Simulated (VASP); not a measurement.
# NiGe (NiGe (Pnma)) (Pnma) in VASP: single point with PBE

Aim: the single point of NiGe (NiGe (Pnma)) with PBE.

Everything below comes from runs of VASP 6.6.1. Logs are shortened: lines on timing, memory, paths and dates and some standing lists are left out, and cuts for length are marked.

**1. The cell of the first run**

The structure is orthorhombic, space group Pnma (No. 62). Conventional cell: a = 5.394 Å, b = 3.484 Å, c = 5.845 Å, α = 90.00°, β = 90.00°, γ = 90.00°. Ni (site symmetry m) has 6 Ge at 2.35 to 2.52 Å and 4 Ni at 2.78 to 2.83 Å within 3.1 Å. Within 3.1 Å of Ge (site symmetry m) lie 6 Ni at 2.35 to 2.52 Å and 2 Ge at 2.88 Å.

**2. Single point, PBE**

The input, INCAR:

```
  ALGO = Normal
  EDIFF = 1E-6
  ENCUT = 600
  GGA = PE
  GGA_COMPAT = False
  ISIF = 2
  ISMEAR = 1
  LASPH = True
  LCHARG = False
  LREAL = False
  LWAVE = False
  NBANDS = 58
  NELM = 120
  PREC = Accurate
  SIGMA = 0.1
```

The input, KPOINTS:

```
k-points
0
Gamma
  7 11 7
```

The input, POSCAR:

```
NiGe
1.0
    5.3940674199      0.0000000000      0.0000000000
    0.0000000000      3.4839932559      0.0000000000
    0.0000000000      0.0000000000      5.8446087931
Ni Ge
4 4
Direct
    0.5055154386      0.2500000000      0.6908150906
    0.4944845614      0.7500000000      0.3091849094
    0.0055154386      0.2500000000      0.8091849094
    0.9944845614      0.7500000000      0.1908150906
    0.6903870161      0.2500000000      0.0875148391
    0.3096129839      0.7500000000      0.9124851609
    0.1903870161      0.2500000000      0.4124851609
    0.8096129839      0.7500000000      0.5875148391
```

Potentials or basis: VASP PAW PBE potentials, release 64 (Ni, Ge_d).

Started as:

```
> cat potpaw_PBE.64/Ni/POTCAR potpaw_PBE.64/Ge_d/POTCAR > POTCAR
> mpirun -np 1 vasp_std > vasp.out
```

OUTCAR:

```text
EDIFF = 1E-6
   ENCUT = 600
   GGA = PE
   ISIF = 2
   ISMEAR = 1
   LASPH = True
   LREAL = False
   NELM = 120
   PREC = Accurate

 ion  position               nearest neighbor table
   1  0.506  0.250  0.691-   7 2.35   6 2.41   6 2.41   8 2.47   8 2.47   5 2.52   3 2.78   3 2.78
                             2 2.83   2 2.83
   2  0.494  0.750  0.309-   8 2.35   5 2.41   5 2.41   7 2.47   7 2.47   6 2.52   4 2.78   4 2.78
                             1 2.83   1 2.83
   3  0.006  0.250  0.809-   5 2.35   8 2.41   8 2.41   6 2.47   6 2.47   7 2.52   1 2.78   1 2.78
                             4 2.83   4 2.83
   4  0.994  0.750  0.191-   6 2.35   7 2.41   7 2.41   5 2.47   5 2.47   8 2.52   2 2.78   2 2.78
                             3 2.83   3 2.83
   5  0.690  0.250  0.088-   3 2.35   2 2.41   2 2.41   4 2.47   4 2.47   1 2.52   6 2.88   6 2.88

   6  0.310  0.750  0.912-   4 2.35   1 2.41   1 2.41   3 2.47   3 2.47   2 2.52   5 2.88   5 2.88

   7  0.190  0.250  0.412-   1 2.35   4 2.41   4 2.41   2 2.47   2 2.47   3 2.52   8 2.88   8 2.88

   8  0.810  0.750  0.588-   2 2.35   3 2.41   3 2.41   1 2.47   1 2.47   4 2.52   7 2.88   7 2.88

  LATTYP: Found a simple orthorhombic cell.
 ALAT       =     3.4839932559
 B/A-ratio  =     1.5482427846
 C/A-ratio  =     1.6775603062

  Lattice vectors:

 A1 = (   0.0000000000,  -3.4839932559,   0.0000000000)
 A2 = (   5.3940674199,   0.0000000000,   0.0000000000)
 A3 = (   0.0000000000,   0.0000000000,   5.8446087931)

Analysis of symmetry for initial positions (statically):
=====================================================================
 Subroutine PRICEL returns:
 Original cell was already a primitive cell.

 Routine SETGRP: Setting up the symmetry group for a
 simple orthorhombic supercell.

 Subroutine GETGRP returns: Found  8 space group operations
 (whereof  2 operations were pure point group operations)
 out of a pool of  8 trial point group operations.

The static configuration has the point symmetry S_2 .
 The point group associated with its full space group is D_2h.

Analysis of symmetry for dynamics (positions and initial velocities):
=====================================================================
 Subroutine PRICEL returns:
 Original cell was already a primitive cell.

 Routine SETGRP: Setting up the symmetry group for a
 simple orthorhombic supercell.

 Subroutine GETGRP returns: Found  8 space group operations
 (whereof  2 operations were pure point group operations)
 out of a pool of  8 trial point group operations.

The dynamic configuration has the point symmetry S_2 .
 The point group associated with its full space group is D_2h.

 Subroutine INISYM returns: Found  8 space group operations
 (whereof  2 operations are pure point group operations),
 and found     1 'primitive' translations

----------------------------------------------------------------------------------------

                                     Primitive cell

  volume of cell :     109.8371

  direct lattice vectors                    reciprocal lattice vectors
     5.394067420  0.000000000  0.000000000     0.185388858  0.000000000  0.000000000
     0.000000000  3.483993256  0.000000000     0.000000000  0.287026962  0.000000000
     0.000000000  0.000000000  5.844608793     0.000000000  0.000000000  0.171097850

  length of vectors
     5.394067420  3.483993256  5.844608793     0.185388858  0.287026962  0.171097850

  position of ions in fractional coordinates (direct lattice)
     0.505515439  0.250000000  0.690815091
     0.494484561  0.750000000  0.309184909
     0.005515439  0.250000000  0.809184909
     0.994484561  0.750000000  0.190815091
     0.690387016  0.250000000  0.087514839
     0.309612984  0.750000000  0.912485161
     0.190387016  0.250000000  0.412485161
     0.809612984  0.750000000  0.587514839

  ion indices of the primitive-cell ions
   primitive index   ion index
                 1           1
                 2           2
                 3           3
                 4           4
                 5           5
                 6           6
                 7           7
                 8           8

----------------------------------------------------------------------------------------

 KPOINTS: k-points

Automatic generation of k-mesh.
 Grid dimensions read from file:
 generate k-points for:    7   11    7

 Generating k-lattice:

  Cartesian coordinates                     Fractional coordinates (reciprocal lattice)
     0.026484123  0.000000000  0.000000000     0.142857143  0.000000000  0.000000000
     0.000000000  0.026093360  0.000000000     0.000000000  0.090909091  0.000000000
     0.000000000  0.000000000  0.024442550     0.000000000  0.000000000  0.142857143

  Length of vectors
     0.026484123  0.026093360  0.024442550

  Shift w.r.t. Gamma in fractional coordinates (k-lattice)
     0.000000000  0.000000000  0.000000000

 Subroutine IBZKPT returns following result:
 ===========================================

 Found     96 irreducible k-points:

 Following reciprocal coordinates:
            Coordinates               Weight
  0.000000  0.000000  0.000000      1.000000
  0.142857  0.000000  0.000000      2.000000
  0.285714  0.000000  0.000000      2.000000
  0.428571  0.000000  0.000000      2.000000
  0.000000  0.090909  0.000000      2.000000
  0.142857  0.090909  0.000000      4.000000
[... 16 lines left out ...]
  0.285714  0.454545  0.000000      4.000000
  0.428571  0.454545  0.000000      4.000000
 [... further k-points ...]
   k-points           NKPTS =     96   k-points in BZ     NKDIM =     96   number of bands    NBANDS=     58
   number of dos      NEDOS =    301   number of ions     NIONS =      8
   total plane-waves  NPLWV =  64512
   dimension x,y,z NGX =    48 NGY =   28 NGZ =   48
   dimension x,y,z NGXF=    96 NGYF=   56 NGZF=   96
   ions per type =               4   4
   NGX,Y,Z   is equivalent  to a cutoff of  14.79, 13.36, 13.65 a.u.
   NGXF,Y,Z  is equivalent  to a cutoff of  29.59, 26.72, 27.31 a.u.
 SYSTEM =  unknown system
   PREC   = accura    normal or accurate (medium, high low for compatibility)
   ISTART =      0    job   : 0-new  1-cont  2-samecut
   ICHARG =      2    charge: 1-file 2-atom 10-const
   ISPIN  =      1    spin polarized calculation?
   LNONCOLLINEAR =      F non collinear calculations
   LSORBIT =      F    spin-orbit coupling
   LASPH  =      T    aspherical Exc in radial PAW
   ENCUT  =  600.0 eV  44.10 Ry    6.64 a.u.  10.77  6.96 11.67*2*pi/ulx,y,z
   NELM   =    120;   NELMIN=  2; NELMDL= -5     # of ELM steps
   EDIFF  = 0.1E-05   stopping-criterion for ELM
   LREAL  =      F    real-space projection
   EDIFFG = 0.1E-04   stopping-criterion for IOM
   NSW    =      0    number of steps for IOM
   IBRION =     -1    ionic relax: 0-MD 1-quasi-New 2-CG
   NFREE  =      0    steps in history (QN), initial steepest desc. (CG)
   ISIF   =      2    stress and relaxation
   ISYM   =      2    0-nonsym 1-usesym 2-fastsym
   POTIM  = 0.5000    time-step for ionic-motion
   TEBEG  =    0.0;   TEEND  =   0.0 temperature during run
   PSTRESS=    0.0 pullay stress
   NELECT =      96.0000    total number of electrons
   NUPDOWN=      -1.0000    fix difference up-down
   EMIN   =  10.00;   EMAX   =-10.00  energy-range for DOS
   EFERMI =   0.00;   METHOD = LEGACY
   ISMEAR =     1;   SIGMA  =   0.10  broadening in eV -4-tet -1-fermi 0-gaus
   EFERMI_NEDOS =   21; number of points for ismear=-14 and -15
   IALGO  =     38    algorithm
   IMIX   =      4    mixing-type and parameters
     AMIX     =   0.40;   BMIX     =  1.00
     AMIX_MAG =   1.60;   BMIX_MAG =  1.00
  volume/ion in A,a.u.               =      13.73        92.65
  Fermi-wavevector in a.u.,A,eV,Ry     =   1.565245  2.957883 33.334145  2.449991
  Thomas-Fermi vector in A             =   2.667749
   LORBIT       =      0    0 simple, 1 ext, 2 COOP (PROOUT), +10 PAW based schemes
   GGA     = PE    functional components
   LHFCALC =     F    Hartree Fock is set to
   AEXX    =    0.0000 exact exchange contribution
   IVDW    =     0    specifies the selected vdW correction
   LEPSILON=     F    determine dielectric tensor
   LRPA    =     F    only Hartree local field effects (RPA)
 non-spin polarized calculation
 Methfessel and Paxton  Order N= 1 SIGMA  =   0.10
  energy-cutoff  :      600.00
  volume of cell :      109.84
 maximum number of plane-waves:      3691
 NGX is ok and might be reduce to    48
   NGX = 21   NGY = 13   NGZ = 23

 number of electron      95.9999948 magnetization

 Free energy of the ion-electron system (eV)
  ---------------------------------------------------
  ext. energy  EPLUGINS =         0.00000000
  ---------------------------------------------------
  free energy    TOTEN  =       -42.41556639 eV

  energy without entropy =      -42.41634431  energy(sigma->0) =      -42.41582570

 E-fermi :   8.6047     XC(G=0): -12.3993

 val. band max:        8.5862360999   @ k =   0.2857   0.4545   0.1429
 cond. band min:       8.6099563505   @ k =   0.4286   0.1818   0.1429
 fundamental gap:      0.0237202506
 Fermi energy:         8.6046995924

 k-point     1 :       0.0000    0.0000    0.0000
  band No.  band energies     occupation
      1     -16.0755      2.00000
      2     -16.0634      2.00000
      3     -16.0577      2.00000
      4     -16.0547      2.00000
      5     -16.0385      2.00000
      6     -16.0207      2.00000
[... 50 lines left out ...]
     57      15.1562      0.00000
     58      15.2173      0.00000

 k-point     2 :       0.1429    0.0000    0.0000
  band No.  band energies     occupation
      1     -16.0748      2.00000
      2     -16.0640      2.00000
      3     -16.0572      2.00000
      4     -16.0542      2.00000
      5     -16.0385      2.00000
      6     -16.0225      2.00000
[... 50 lines left out ...]
     57      14.6932      0.00000
     58      14.9641      0.00000

 k-point     3 :       0.2857    0.0000    0.0000
  band No.  band energies     occupation
      1     -16.0729      2.00000
      2     -16.0655      2.00000
      3     -16.0555      2.00000
      4     -16.0532      2.00000
      5     -16.0380      2.00000
      6     -16.0273      2.00000
[... 1216 lines left out ...]
      3     -16.0563      2.00000
      4     -16.0556      2.00000
      5     -16.0334      2.00000
      6     -16.0278      2.00000
[... 50 lines left out ...]
     57      14.3567      0.00000
     58      15.2584      0.00000

 k-point    24 :       0.4286    0.4545    0.0000
  band No.  band energies     occupation
      1     -16.0621      2.00000
      2     -16.0618      2.00000
      3     -16.0554      2.00000
      4     -16.0554      2.00000
      5     -16.0301      2.00000
      6     -16.0255      2.00000
[... 50 lines left out ...]
     57      15.5428      0.00000
     58      16.0034      0.00000

 [... further k-points ...]
[... 5 lines left out ...]
  --------------------------------------------------------------------------------------
  -------------------------------------------------------------------------------------
  Total        0.1992735      0.0717791      0.1271595      0.0000000      0.0000000      0.0000000
  in kB        2.9067720      1.0470307      1.8548560      0.0000000      0.0000000      0.0000000
  external PRESSURE =       1.9362196 kB  Pullay stress =       0.0000000 kB

 VOLUME and BASIS-vectors are now :
 -----------------------------------------------------------------------------
  energy-cutoff  :      600.00
  volume of cell :      109.84
      direct lattice vectors                 reciprocal lattice vectors
     5.394067420  0.000000000  0.000000000     0.185388858  0.000000000  0.000000000
     0.000000000  3.483993256  0.000000000     0.000000000  0.287026962  0.000000000
     0.000000000  0.000000000  5.844608793     0.000000000  0.000000000  0.171097850

 POSITION                                       TOTAL-FORCE (eV/Angst)
 -----------------------------------------------------------------------------------
      2.72678      0.87100      4.03754         0.010813     -0.000000     -0.003623
      2.66728      2.61299      1.80706        -0.010813     -0.000000      0.003623
      0.02975      0.87100      4.72937         0.010813     -0.000000      0.003623
      5.36432      2.61299      1.11524        -0.010813      0.000000     -0.003623
      3.72399      0.87100      0.51149        -0.001763     -0.000000      0.005503
      1.67007      2.61299      5.33312         0.001763      0.000000     -0.005503
      1.02696      0.87100      2.41081        -0.001763      0.000000     -0.005503
      4.36711      2.61299      3.43379         0.001763      0.000000      0.005503
 -----------------------------------------------------------------------------------
    total drift:                                0.000000      0.000000      0.000000

  FREE ENERGIE OF THE ION-ELECTRON SYSTEM (eV)
  ---------------------------------------------------
  free  energy   TOTEN  =       -42.4155663949 eV

  energy  without entropy=      -42.4163443120  energy(sigma->0) =      -42.41582570
```

It took 15 min on 1 thread of Intel Xeon 6975P-C, shared host; peak memory 0.64 GiB.

What came out:

- Free energy: -42.4156 eV
- Pressure: 0.2 GPa
- Largest force: 0.011 eV/Å
- Band gap on the k mesh: zero (band 48 reaches 9.78 eV, above the bottom of band 49 at 8.01 eV)

Forces on the atoms (eV/Å):
```
Ni   0.011  0.000 -0.004
Ni  -0.011  0.000  0.004
Ni   0.011  0.000  0.004
Ni  -0.011  0.000 -0.004
Ge  -0.002  0.000  0.006
Ge   0.002  0.000 -0.006
Ge  -0.002  0.000 -0.006
Ge   0.002  0.000  0.006
```

Stress tensor (GPa, compression positive):
```
0.29 0.00 0.00
0.00 0.10 0.00
0.00 0.00 0.19
```

Levels at points of the mesh, in eV from the Fermi level:
```tsv
k point	band 45	band 46	band 47	band 48	band 49	band 50	band 51	band 52
(0.00, 0.00, 0.00)	-1.63	-1.06	-0.82	-0.81	0.59	0.80	3.86	4.01
```
